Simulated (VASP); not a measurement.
# CO2 (Cmce) in VASP: notebook

The runs below take CO2 through single point, with PBE.

All numbers are computed with VASP 6.6.1; they aren't measurements. Logs are shortened: lines on timing, memory, paths and dates and some standing lists are left out, and cuts for length are marked.

## (1) The cell of the first run

The structure is orthorhombic, space group Cmce (No. 64). The conventional cell has a = 5.276 Å, b = 4.730 Å, c = 6.656 Å, α = 90.00°, β = 90.00°, γ = 90.00°. Within 1.4 Å of C (site symmetry 2/m) lie 2 O at 1.05 Å. O (site symmetry m) has 1 C at 1.05 Å within 1.4 Å.

## (2) Single point, PBE (strained)

INCAR reads:

```
ALGO = Normal ; EDIFF = 1E-6
ENCUT = 520 ; GGA = PE
ISIF = 2 ; ISMEAR = 0
LASPH = True ; LCHARG = True
LELF = True ; LREAL = False
LVHAR = True ; LWAVE = False
NBANDS = 25 ; NELM = 100
PREC = Accurate ; SIGMA = 0.02
```

KPOINTS reads:

```
k-points
0
Gamma
  6 6 4
```

POSCAR reads:

```
CO2
1.0
    2.6381517545     -2.3651038821      0.0000000000
    2.6381517545      2.3651038821      0.0000000000
    0.0000000000      0.0000000000      6.6562085031
C O
2 4
Direct
    0.0000000000      0.0000000000      0.0000000000
    0.5000000000      0.5000000000      0.5000000000
    0.8211830227      0.1788169773      0.9070930384
    0.1788169773      0.8211830227      0.0929069616
    0.6788169773      0.3211830227      0.4070930384
    0.3211830227      0.6788169773      0.5929069616
```

Potentials or basis: VASP PAW PBE potentials, release 64 (C, O).

Started as:

```bash
$ cat potpaw_PBE.64/C/POTCAR potpaw_PBE.64/O/POTCAR > POTCAR
$ mpirun -np 1 vasp_std > vasp.out
```

OUTCAR:

```text
EDIFF = 1E-6
   ENCUT = 520
   GGA = PE
   ISIF = 2
   ISMEAR = 0
   LASPH = True
   LREAL = False
   NELM = 100
   PREC = Accurate

 ion  position               nearest neighbor table
   1  0.000  0.000  0.000-   3 1.05   4 1.05
   2  0.500  0.500  0.500-   5 1.05   6 1.05
   3  0.821  0.179  0.907-   1 1.05
   4  0.179  0.821  0.093-   1 1.05
   5  0.679  0.321  0.407-   2 1.05
   6  0.321  0.679  0.593-   2 1.05

  LATTYP: Found a base centered orthorhombic cell.
 ALAT       =     4.7302077642
 B/A-ratio  =     1.1154485748
 C/A-ratio  =     1.4071704320

  Lattice vectors:

 A1 = (  -2.6381517545,  -2.3651038821,   0.0000000000)
 A2 = (   2.6381517545,  -2.3651038821,   0.0000000000)
 A3 = (   0.0000000000,   0.0000000000,   6.6562085031)

Analysis of symmetry for initial positions (statically):
=====================================================================
 Subroutine PRICEL returns:
 Original cell was already a primitive cell.

 Routine SETGRP: Setting up the symmetry group for a
 base centered orthorhombic supercell.

 Subroutine GETGRP returns: Found  8 space group operations
 (whereof  4 operations were pure point group operations)
 out of a pool of  8 trial point group operations.

The static configuration has the point symmetry C_2h.
 The point group associated with its full space group is D_2h.

Analysis of symmetry for dynamics (positions and initial velocities):
=====================================================================
 Subroutine PRICEL returns:
 Original cell was already a primitive cell.

 Routine SETGRP: Setting up the symmetry group for a
 base centered orthorhombic supercell.

 Subroutine GETGRP returns: Found  8 space group operations
 (whereof  4 operations were pure point group operations)
 out of a pool of  8 trial point group operations.

The dynamic configuration has the point symmetry C_2h.
 The point group associated with its full space group is D_2h.

 Subroutine INISYM returns: Found  8 space group operations
 (whereof  4 operations are pure point group operations),
 and found     1 'primitive' translations

[... 101 lines left out ...]
   NELM   =    100;   NELMIN=  2; NELMDL= -5     # of ELM steps
   EDIFF  = 0.1E-05   stopping-criterion for ELM
   LREAL  =      F    real-space projection
   EDIFFG = 0.1E-04   stopping-criterion for IOM
   NSW    =      0    number of steps for IOM
   IBRION =     -1    ionic relax: 0-MD 1-quasi-New 2-CG
   NFREE  =      0    steps in history (QN), initial steepest desc. (CG)
   ISIF   =      2    stress and relaxation
   ISYM   =      2    0-nonsym 1-usesym 2-fastsym
   POTIM  = 0.5000    time-step for ionic-motion
   TEBEG  =    0.0;   TEEND  =   0.0 temperature during run
   PSTRESS=    0.0 pullay stress
   NELECT =      32.0000    total number of electrons
   NUPDOWN=      -1.0000    fix difference up-down
   EMIN   =  10.00;   EMAX   =-10.00  energy-range for DOS
   EFERMI =   0.00;   METHOD = LEGACY
   ISMEAR =     0;   SIGMA  =   0.02  broadening in eV -4-tet -1-fermi 0-gaus
   EFERMI_NEDOS =   21; number of points for ismear=-14 and -15
   IALGO  =     38    algorithm
   IMIX   =      4    mixing-type and parameters
     AMIX     =   0.40;   BMIX     =  1.00
     AMIX_MAG =   1.60;   BMIX_MAG =  1.00
  volume/ion in A,a.u.               =      13.84        93.42
  Fermi-wavevector in a.u.,A,eV,Ry     =   1.191212  2.251065 19.306488  1.418987
  Thomas-Fermi vector in A             =   2.327279
   LORBIT       =      0    0 simple, 1 ext, 2 COOP (PROOUT), +10 PAW based schemes
   GGA     = PE    functional components
   LHFCALC =     F    Hartree Fock is set to
   AEXX    =    0.0000 exact exchange contribution
   IVDW    =     0    specifies the selected vdW correction
   LEPSILON=     F    determine dielectric tensor
   LRPA    =     F    only Hartree local field effects (RPA)
 non-spin polarized calculation
 Gauss-broadening in eV      SIGMA  =   0.02
  energy-cutoff  :      520.00
  volume of cell :       83.06
 maximum number of plane-waves:      2262
 NGX is ok and might be reduce to    28
   NGX = 13   NGY = 13   NGZ = 25

 number of electron      32.0000015 magnetization

 Free energy of the ion-electron system (eV)
  ---------------------------------------------------
  ext. energy  EPLUGINS =         0.00000000
  ---------------------------------------------------
  free energy    TOTEN  =       -41.48408419 eV

  energy without entropy =      -41.48408419  energy(sigma->0) =      -41.48408419

 E-fermi :  -3.3279     XC(G=0):  -7.9282

 val. band max:       -3.4149885476   @ k =   0.5000   0.5000   0.0000
 cond. band min:       4.1526103339   @ k =   0.0000   0.0000   0.0000
 fundamental gap:      7.5675988815
 Fermi energy:        -3.3278930010

 k-point     1 :       0.0000    0.0000    0.0000
  band No.  band energies     occupation
      1     -25.5543      2.00000
      2     -25.4620      2.00000
      3     -24.5145      2.00000
      4     -24.4793      2.00000
      5      -8.9897      2.00000
      6      -8.3284      2.00000
[... 661 lines left out ...]
     24      10.2891      0.00000
     25      10.8814      0.00000

 [... further k-points ...]

------------------------ aborting loop because EDIFF is reached ----------------------------------------

  FORCE on cell =-STRESS in cart. coord.  units (eV):
  Direction    XX          YY          ZZ          XY          YZ          ZX
  --------------------------------------------------------------------------------------
  -------------------------------------------------------------------------------------
  Total        0.7273252     56.3184630     30.0825078      0.0000000     -0.0000000      0.0000000
  in kB       14.0291816   1086.3117272    580.2534243      0.0000000     -0.0000000      0.0000000
  external PRESSURE =     560.1981110 kB  Pullay stress =       0.0000000 kB

 VOLUME and BASIS-vectors are now :
 -----------------------------------------------------------------------------
  energy-cutoff  :      520.00
  volume of cell :       83.06
      direct lattice vectors                 reciprocal lattice vectors
     2.638151754 -2.365103882  0.000000000     0.189526626 -0.211407204  0.000000000
     2.638151754  2.365103882  0.000000000     0.189526626  0.211407204  0.000000000
     0.000000000  0.000000000  6.656208503     0.000000000  0.000000000  0.150235678

 POSITION                                       TOTAL-FORCE (eV/Angst)
 -----------------------------------------------------------------------------------
      0.00000      0.00000      0.00000         0.000000      0.000000      0.000000
      2.63815      0.00000      3.32810        -0.000000      0.000000      0.000000
      2.63815     -1.51926      6.03780        -0.000000     16.503920    -12.109548
      2.63815      1.51926      0.61841        -0.000000    -16.503920     12.109548
      2.63815     -0.84584      2.70970        -0.000000    -16.503920    -12.109548
      2.63815      0.84584      3.94651        -0.000000     16.503920     12.109548
 -----------------------------------------------------------------------------------
    total drift:                                0.000000      0.000000      0.000000

  FREE ENERGIE OF THE ION-ELECTRON SYSTEM (eV)
  ---------------------------------------------------
  free  energy   TOTEN  =       -41.4840841944 eV

  energy  without entropy=      -41.4840841944  energy(sigma->0) =      -41.48408419
```

It took 2.1 min on 1 thread of Intel Xeon 8259CL, shared host; peak memory 0.21 GiB.

What came out:

```yaml
Free_energy: -41.4841 eV
Pressure: 56.0 GPa
Largest_force: 20.470 eV/Å
Band_gap_on_the_k_mesh: 7.57 eV (least direct gap 8.11 eV)
```

Forces on the atoms (eV/Å):
```
C     0.000   0.000   0.000
C     0.000   0.000   0.000
O     0.000  16.504 -12.110
O     0.000 -16.504  12.110
O     0.000 -16.504 -12.110
O     0.000  16.504  12.110
```

Levels at points of the mesh, in eV from the valence-band top:
| k point | band 12 | band 13 | band 14 | band 15 | band 16 | band 17 | band 18 | band 19 | band 20 | band 21 |
| --- | --- | --- | --- | --- | --- | --- | --- | --- | --- | --- |
| (0.00, 0.00, 0.00) | -3.68 | -0.91 | -0.75 | -0.67 | -0.54 | 7.57 | 9.49 | 10.21 | 10.25 | 10.46 |
| (0.50, 0.00, 0.00) | -3.98 | -0.67 | -0.67 | -0.24 | -0.24 | 9.91 | 9.91 | 10.68 | 10.68 | 11.17 |
| (0.50, 0.50, 0.00) | -3.82 | -0.82 | -0.43 | -0.33 | 0.00 | 10.21 | 11.24 | 11.60 | 11.62 | 12.13 |
| (0.00, 0.00, 0.50) | -3.85 | -0.79 | -0.79 | -0.64 | -0.64 | 8.52 | 8.52 | 9.82 | 9.82 | 10.75 |
| (0.50, 0.00, 0.50) | -3.89 | -0.72 | -0.72 | -0.21 | -0.21 | 10.03 | 10.03 | 10.73 | 10.73 | 11.03 |
| (0.50, 0.50, 0.50) | -3.90 | -0.58 | -0.58 | -0.21 | -0.21 | 10.76 | 10.76 | 11.41 | 11.41 | 12.99 |

Caveat: the cell differs from its parent crystal (strained); the stress differs along the axes, from 1 to 109 GPa; this functional lacks dispersion, which holds the molecules together, so the pressure and a relaxed volume are unreliable; forces of over 1 eV/Å act on the atoms, so gaps and moduli don't describe the material at rest.

## (3) Single point, PBE (strained)

INCAR reads:

```
SYSTEM = CO2
PREC = Accurate ; ENCUT = 520
EDIFF = 1E-6 ; ISMEAR = 0
SIGMA = 0.02 ; LREAL = .FALSE.
LASPH = .TRUE. ; NELM = 100
ALGO = Normal ; ISIF = 2
LWAVE = .FALSE. ; LCHARG = .FALSE.
GGA = PE ; NBANDS = 25
```

KPOINTS reads:

```
regular mesh
0
G
  6 6 4
  0 0 0
```

POSCAR reads:

```
CO2
1.0
    2.7904019872     -2.4618881911      0.0000000000
    2.7904019872      2.4618881911      0.0000000000
    0.0000000000      0.0000000000      6.4877744406
C O
2 4
Direct
    0.0000000000      0.0000000000      0.0000000000
    0.5000000000      0.5000000000      0.5000000000
    0.8542877790      0.1457122210      0.8608410802
    0.1457122210      0.8542877790      0.1391589198
    0.6457122210      0.3542877790      0.3608410802
    0.3542877790      0.6457122210      0.6391589198
```

Potentials or basis: VASP PAW PBE potentials, release 64 (C, O).

Started as:

```bash
$ cat potpaw_PBE.64/C/POTCAR potpaw_PBE.64/O/POTCAR > POTCAR
$ mpirun -np 1 vasp_std > vasp.out
```

It took 1.8 min on 1 thread of Intel Xeon 8259CL, shared host; peak memory 0.21 GiB.

The run converged. Its results:

```yaml
Free_energy: -45.8202 eV
Pressure: 8.2 GPa
Largest_force: 2.297 eV/Å
Band_gap_on_the_k_mesh: 6.59 eV (least direct gap 6.73 eV)
```

Forces in eV/Å, atoms in the order of the input:
```
C    0.000  0.000  0.000
C    0.000  0.000  0.000
O    0.000  1.549 -1.697
O    0.000 -1.549  1.697
O    0.000 -1.549 -1.697
O    0.000  1.549  1.697
```

Stress tensor (GPa, compression positive):
```
 0.87  0.00  0.00
 0.00 10.50  0.00
 0.00  0.00 13.13
```

Levels at points of the mesh, in eV from the valence-band top:
```
           k point  band 12  band 13  band 14  band 15  band 16  band 17  band 18  band 19  band 20  band 21
(0.00, 0.00, 0.00)    -3.41    -0.88    -0.70    -0.24    -0.13     6.59     7.85     7.90     8.56     8.87
(0.50, 0.00, 0.00)    -3.81    -0.48    -0.48    -0.34    -0.34     8.15     8.15     8.71     8.71     9.58
(0.50, 0.50, 0.00)    -3.60    -0.96    -0.92    -0.03     0.00     8.07     8.71     8.79     9.13    10.41
(0.00, 0.00, 0.50)    -3.80    -0.51    -0.51    -0.47    -0.47     7.70     7.70     8.18     8.18     8.39
(0.50, 0.00, 0.50)    -3.50    -0.56    -0.56    -0.29    -0.29     8.19     8.19     8.68     8.68     9.58
(0.50, 0.50, 0.50)    -4.01    -0.50    -0.50    -0.43    -0.43     8.53     8.53     8.76     8.76    11.45
```

Caveat: the cell differs from its parent crystal (strained); the stress differs along the axes, from 1 to 13 GPa; this functional lacks dispersion, which holds the molecules together, so the pressure and a relaxed volume are unreliable; forces of over 1 eV/Å act on the atoms, so gaps and moduli don't describe the material at rest. A k mesh can miss the band edges.

## (4) Single point, PBE (strained)

INCAR reads:

```
SYSTEM = CO2
ALGO = Normal ; EDIFF = 1E-6
ENCUT = 520 ; GGA = PE
ISIF = 2 ; ISMEAR = 0
LASPH = .TRUE. ; LCHARG = .FALSE.
LREAL = .FALSE. ; LWAVE = .FALSE.
NBANDS = 25 ; NELM = 80
PREC = Accurate ; SIGMA = 0.02
```

KPOINTS reads:

```
k-points
0
G
  6 6 4
  0 0 0
```

POSCAR reads:

```
CO2
1.0
    2.6777167821     -2.3430922559      0.0000000000
    2.6777167821      2.3430922559      0.0000000000
    0.0000000000      0.0000000000      7.1711938375
C O
2 4
Direct
    0.0000000000      0.0000000000      0.0000000000
    0.5000000000      0.5000000000      0.5000000000
    0.8060873258      0.1939126742      0.8974128873
    0.1939126742      0.8060873258      0.1025871127
    0.6939126742      0.3060873258      0.3974128873
    0.3060873258      0.6939126742      0.6025871127
```

Started as:

```bash
$ cat potpaw_PBE.64/C/POTCAR potpaw_PBE.64/O/POTCAR > POTCAR
$ mpirun -np 1 vasp_std > vasp.out
```

Run time: 2.2 min. Hardware: 1 thread of Intel Xeon 8259CL, shared host; peak memory 0.22 GiB.

It converged, with:

* Free energy: -46.0198 eV
* Pressure: 2.7 GPa
* Largest force: 0.610 eV/Å
* Band gap on the k mesh: 6.60 eV (least direct gap 7.09 eV)

Forces on the atoms (eV/Å):
```
C    0.000  0.000  0.000
C    0.000  0.000  0.000
O    0.000  0.465 -0.394
O    0.000 -0.465  0.394
O    0.000 -0.465 -0.394
O    0.000  0.465  0.394
```

Stress tensor (GPa, compression positive):
```
1.26 0.00 0.00
0.00 4.24 0.00
0.00 0.00 2.61
```

Levels at points of the mesh, in eV from the valence-band top:
```
           k point  band 13  band 14  band 15  band 16  band 17  band 18  band 19  band 20
(0.00, 0.00, 0.00)    -0.69    -0.66    -0.54    -0.49     6.60     7.38     7.81     7.82
(0.50, 0.00, 0.00)    -0.52    -0.52    -0.17    -0.17     7.73     7.73     8.63     8.63
(0.50, 0.50, 0.00)    -0.71    -0.45    -0.36     0.00     7.90     8.84     8.92     9.00
(0.00, 0.00, 0.50)    -0.59    -0.59    -0.58    -0.58     7.51     7.51     7.60     7.60
(0.50, 0.00, 0.50)    -0.57    -0.57    -0.14    -0.14     7.78     7.78     8.67     8.67
(0.50, 0.50, 0.50)    -0.54    -0.54    -0.22    -0.22     8.38     8.38     8.92     8.92
```

Caveat: the cell differs from its parent crystal (strained); this functional lacks dispersion, which holds the molecules together, so the pressure and a relaxed volume are unreliable.

## (5) The runs side by side

```csv
cell,gap on the mesh (eV),pressure (GPa),largest force (eV/Å)
"a = 3.543, b = 3.543, c = 6.656 Å, angles 90.0, 90.0, 83.8°, 6 atoms, atomic positions A",7.57,56.0,20.47
"a = 3.721, b = 3.721, c = 6.488 Å, angles 90.0, 90.0, 82.8°, 6 atoms, atomic positions B",6.59,8.2,2.30
"a = 3.558, b = 3.558, c = 7.171 Å, angles 90.0, 90.0, 82.4°, 6 atoms, atomic positions C",6.60,2.7,0.61
```

Alike in all rows: task single point; level PBE; potentials or basis VASP PAW PBE potentials, release 64 (C, O); no spin polarisation; k mesh 6 × 6 × 4; cutoff (eV) 520; smearing gaussian 0.02 eV.

Caveats: this functional lacks dispersion, which holds the molecules together, so the pressure and a relaxed volume are unreliable; forces of over 1 eV/Å act on the atoms, so gaps and moduli don't describe the material at rest (at least some runs); the stress differs along the axes, from 1 to 109 GPa (at least some runs); the stress differs along the axes, from 1 to 13 GPa (at least some runs).

Total energies depend on the potentials used, so only differences within one code and one set of settings carry meaning.
